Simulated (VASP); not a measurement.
# P in VASP: notebook, part 3 of 3

VASP 6.6.1. The steps go on from the part before.

## 5. Electric field gradients, PBEsol (equal xy, yz and zx shear strains of +2 %)

Contents of INCAR:

```
ALGO = Normal
EDIFF = 1E-8
ENCUT = 400
GGA = PS
GGA_COMPAT = False
ISIF = 2
ISMEAR = -1
LASPH = True
LCHARG = False
LEFG = True
LREAL = False
LWAVE = False
NBANDS = 8
NELM = 120
PREC = Accurate
SIGMA = 0.08
```

Contents of KPOINTS:

```
k-points
0
Gamma
  10 10 9
```

Contents of POSCAR:

```
P
1.0
    4.2729048574      0.0427290486      0.0427290486
    0.0427290486      4.2729048574      0.0427290486
    0.0437800000      0.0437800000      4.3780000000
P
1
Direct
    0.0000000000      0.0000000000      0.0000000000
```

Potentials or basis: VASP PAW PBE potentials, release 64 (P).

Launch:

```bash
cat potpaw_PBE.64/P/POTCAR > POTCAR
mpirun -np 1 vasp_std > vasp.out
```

OUTCAR:

```text
EDIFF = 1E-8
   ENCUT = 400
   GGA = PS
   ISIF = 2
   ISMEAR = -1
   LASPH = True
   LREAL = False
   NELM = 120
   PREC = Accurate

 ion  position               nearest neighbor table
   1  0.000  0.000  0.000-

  LATTYP: Found a base centered monoclinic cell.
 ALAT       =     6.1038262678
 B/A-ratio  =     0.9801019455
 C/A-ratio  =     0.7173267367
 COS(beta)  =    -0.0281386778

  Lattice vectors:

 A1 = (  -4.2729048574,  -0.0427290486,  -0.0427290486)
 A2 = (  -0.0427290486,  -4.2729048574,  -0.0427290486)
 A3 = (   0.0437800000,   0.0437800000,   4.3780000000)

Analysis of symmetry for initial positions (statically):
=====================================================================
 Subroutine PRICEL returns:
 Original cell was already a primitive cell.

 Routine SETGRP: Setting up the symmetry group for a
 base centered monoclinic supercell.

 Subroutine GETGRP returns: Found  4 space group operations
 (whereof  4 operations were pure point group operations)
 out of a pool of  4 trial point group operations.

The static configuration has the point symmetry C_2h.

Analysis of symmetry for dynamics (positions and initial velocities):
=====================================================================
 Subroutine PRICEL returns:
 Original cell was already a primitive cell.

 Routine SETGRP: Setting up the symmetry group for a
 base centered monoclinic supercell.

 Subroutine GETGRP returns: Found  4 space group operations
 (whereof  4 operations were pure point group operations)
 out of a pool of  4 trial point group operations.

The dynamic configuration has the point symmetry C_2h.
[... 147 lines left out ...]
 cond. band min:      -3.0628215599   @ k =   0.2000   0.1000   0.0000
 fundamental gap:      0.0066790607
 Fermi energy:        -3.0681237913

 k-point     1 :       0.0000    0.0000    0.0000
  band No.  band energies     occupation
      1     -11.8025      2.00000
      2      -2.6259      0.00792
      3      -2.5261      0.00228
      4      -2.5046      0.00174
      5       1.5552      0.00000
      6       4.3694      0.00000
      7       4.4506      0.00000
      8       8.9462      0.00000
[... 243 lines left out ...]
 k-point    24 :       0.4000    0.3000    0.0000
  band No.  band energies     occupation
      1     -11.5449      2.00000
      2      -3.6144      1.99784
      3      -3.2537      1.82102
      4      -2.3999      0.00047
      5       3.3214      0.00000
      6       4.4233      0.00000
      7       6.3168      0.00000
      8       6.5426      0.00000

 [... further k-points ...]
[... 5 lines left out ...]
  --------------------------------------------------------------------------------------
  -------------------------------------------------------------------------------------
  Total       -1.9648326     -1.9648326     -1.7305649     -0.0397277     -0.0370656     -0.0370656
  in kB      -39.3952056    -39.3952056    -34.6981008     -0.7965462     -0.7431706     -0.7431706
  external PRESSURE =     -37.8295040 kB  Pullay stress =       0.0000000 kB

 VOLUME and BASIS-vectors are now :
 -----------------------------------------------------------------------------
  energy-cutoff  :      400.00
  volume of cell :       79.91
      direct lattice vectors                 reciprocal lattice vectors
     4.272904857  0.042729049  0.042729049     0.234079179 -0.002317616 -0.002317616
     0.042729049  4.272904857  0.042729049    -0.002317616  0.234079179 -0.002317616
     0.043780000  0.043780000  4.378000000    -0.002261981 -0.002261981  0.228460041

 POSITION                                       TOTAL-FORCE (eV/Angst)
 -----------------------------------------------------------------------------------
      0.00000      0.00000      0.00000        -0.000000      0.000000      0.000000
 -----------------------------------------------------------------------------------
    total drift:                               -0.000000      0.000000     -0.000000

  FREE ENERGIE OF THE ION-ELECTRON SYSTEM (eV)
  ---------------------------------------------------
  free  energy   TOTEN  =        -1.2054730559 eV

  energy  without entropy=       -1.1324826749  energy(sigma->0) =       -1.16897787

 Electric field gradients (V/A^2)
---------------------------------------------------------------------
 ion       V_xx      V_yy      V_zz      V_xy      V_xz      V_yz
---------------------------------------------------------------------
   1       0.377     0.377    -0.754     0.534     0.453     0.453
---------------------------------------------------------------------

 Electric field gradients after diagonalization (V/A^2)
 (convention: |V_zz| > |V_xx| > |V_yy|)
----------------------------------------------------------------------
 ion       V_xx      V_yy      V_zz     asymmetry (V_yy - V_xx)/ V_zz
----------------------------------------------------------------------
   1      -0.972    -0.157     1.129       0.722
----------------------------------------------------------------------

           NMR quadrupolar parameters

 Cq : quadrupolar parameter    Cq=e*Q*V_zz/h
 eta: asymmetry parameters     (V_yy - V_xx)/ V_zz
 Q  : nuclear electric quadrupole moment in mb (millibarn)
----------------------------------------------------------------------
 ion       Cq(MHz)       eta       Q (mb)
----------------------------------------------------------------------
   1       0.003       0.722       1.000
----------------------------------------------------------------------
```

Wall time 78 s (1 thread of Intel Xeon 8259CL, shared host); peak memory 0.22 GiB.

What came out:

* Free energy: -1.2055 eV
* Pressure: -3.8 GPa
* Band gap on the k mesh: zero (an odd number of electrons rules out a gap without spin polarisation)
* Largest electric field gradient by atom: P +1.1 V/Å²

Electric field gradients, principal values (V/Å²):
```tsv
atom	least	middle	greatest (by size)
1 P	-0.157	-0.972	1.129
```

Caveat: the cell differs from its parent crystal (equal xy, yz and zx shear strains of +2 %); the cell stands under tension; without QUAD_EFG the Cq values of the log hold for a quadrupole moment of 1 mb, not for the nuclei; the PAW data sets were made with another functional, which shifts forces and pressure a little.

## 6. The runs side by side

```csv
task,cell,cutoff (eV),k mesh for the DOS,occupations for the DOS,gap on the mesh (eV),pressure (GPa)
electric field gradients,"a = 4.215, b = 4.215, c = 4.319 Å, 1 atom",400,-,-,none,-4.2
electric field gradients,"a = 4.273, b = 4.273, c = 4.378 Å, 1 atom",520,-,-,none,-3.8
single point,"a = 4.273, b = 4.273, c = 4.378 Å, 1 atom",520,15 × 15 × 14,tetrahedron,-,-
electric field gradients,"a = 4.273, b = 4.273, c = 4.378 Å, angles 88.8°, 1 atom",400,-,-,none,-3.8
```

Alike in all rows: level PBEsol; potentials or basis VASP PAW PBE potentials, release 64 (P); no spin polarisation; k mesh 10 × 10 × 9; smearing fermi-dirac 0.08 eV.

Caveats: the PAW data sets were made with another functional, which shifts forces and pressure a little; the cell stands under tension (at least some runs).

Absolute energies hang on the potentials; compare differences alone.
